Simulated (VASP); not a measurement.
Wanted: the native input for a VASP 6.6.1 run.

```
Task                   : single point
Functional             : PBE
Potentials or basis    : VASP PAW PBE potentials, release 64 (In_d, Ga_d, P)
Cutoff                 : 520 eV
k mesh                 : 12 × 12 × 4
Occupations            : gaussian, width 0.02 eV
Spin                   : no spin polarisation
Dipole correction      : no
Further INCAR settings : ALGO = Normal; EDIFF = 1e-06; NBANDS = 36
```

The structure of In2GaP3 lies in POSCAR:

```
In2GaP3
1.0
    4.1073098811      0.0000000000      0.0000000000
   -2.0536549405      3.5570346982      0.0000000000
    0.0000000000      0.0000000000     10.0978533579
In Ga P
2 1 3
Direct
    0.0000000000      0.0000000000      0.9931984109
    0.6666666667      0.3333333333      0.3389818411
    0.3333333333      0.6666666667      0.6657238407
    0.0000000000      0.0000000000      0.7375769374
    0.3333333333      0.6666666667      0.4297938020
    0.6666666667      0.3333333333      0.0847251678
```

The input as run:

INCAR

```
SYSTEM = In2GaP3
  ALGO = Normal
  EDIFF = 1E-6
  ENCUT = 520
  GGA = PE
  ISIF = 2
  ISMEAR = 0
  LASPH = .True.
  LCHARG = .False.
  LREAL = .False.
  LWAVE = .False.
  NBANDS = 36
  NELM = 60
  PREC = Accurate
  SIGMA = 0.02
```

KPOINTS

```
k-points
0
Gamma
  12 12 4
  0 0 0
```

Potentials or basis: VASP PAW PBE potentials, release 64 (In_d, Ga_d, P).

Command:

```console
$ cat potpaw_PBE.64/In_d/POTCAR potpaw_PBE.64/Ga_d/POTCAR potpaw_PBE.64/P/POTCAR > POTCAR
$ mpirun -np 1 vasp_std > vasp.out
```

Results of the run:

```
Pressure               : 0.0 GPa
Largest force          : 0.004 eV/Å
Band gap on the k mesh : 0.42 eV
```

Caveat: semilocal functionals underestimate gaps, and a narrow one can read as zero; spin-orbit coupling is left out, which moves the levels of the heavy elements.

Run time: 6.5 min on 1 thread of Intel Xeon 8259CL (shared host), peak memory 0.49 GiB.
